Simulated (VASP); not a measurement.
ReSb (zincblende type), 2 atoms in the cell. It takes space group F-43m (No. 216, cubic). The conventional cell has a = 5.861 Å, b = 5.861 Å, c = 5.861 Å, α = 90.00°, β = 90.00°, γ = 90.00°. Re (site symmetry -43m) has 4 Sb at 2.54 Å within 3.3 Å. Sb (site symmetry -43m) has 4 Re at 2.54 Å within 3.3 Å. 

| Property | Result |
| --- | --- |
| Program | VASP 6.6.1 |
| Task | single point |
| Functional | PBE |
| Potentials or basis | VASP PAW PBE potentials, release 64 (Re, Sb) |
| Cutoff | 520 eV |
| k mesh | 12 × 12 × 12 |
| Occupations | fermi-dirac, width 0.08 eV |
| Spin | no spin polarisation |
| Dipole correction | no |
| Further INCAR settings | ALGO = Normal; EDIFF = 1e-06; NBANDS = 13 |

Potentials or basis: VASP PAW PBE potentials, release 64 (Re, Sb).

Run with:

```console
$ cat potpaw_PBE.64/Re/POTCAR potpaw_PBE.64/Sb/POTCAR > POTCAR
$ mpirun -np 1 vasp_std > vasp.out
```

Hardware: 1 thread of Intel Xeon 8259CL, with other jobs on the host.

Q: Estimate the wall time of this run.

A: Run time: 72 s on 1 thread of Intel Xeon 8259CL (shared host), peak memory 0.21 GiB. Counts: scf iterations 13, k points 72.
